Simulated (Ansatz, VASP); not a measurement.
# Ru in VASP and in Ansatz

```
Ru
1.0
     2.67753    0.00000    0.00000
    -1.33877    2.31881    0.00000
     0.00000    0.00000    4.21813
Ru
2
Direct
  0.33333 0.66667 0.25000
  0.66667 0.33333 0.75000
```

Alike in both runs: task single point; functional LDA; k mesh 13 × 13 × 8; occupations methfessel-paxton of order 1, width 0.03 eV; no spin polarisation.

|  | VASP | Ansatz |
| --- | --- | --- |
| version | VASP 6.6.1 | Ansatz 0.2.0 |
| potentials or method | VASP PAW LDA potentials, release 64 (Ru_sv), cutoff 560 eV | plane waves (420 eV) with PAW, scalar-relativistic |
| valence electrons in the cell | 32 | 32 |

|  | VASP | Ansatz | Ansatz less VASP |
| --- | --- | --- | --- |
| pressure (GPa) | 0.3 | -0.2 | -0.57 |
| traceless stress, the component that is largest in VASP (GPa) | -0.45 | -0.46 | -0.009 |

Ansatz warns that its potentials were made for another functional, while VASP's fit it. LDA's correlation is that of Perdew and Zunger in VASP and of Perdew and Wang (1992) in Ansatz.
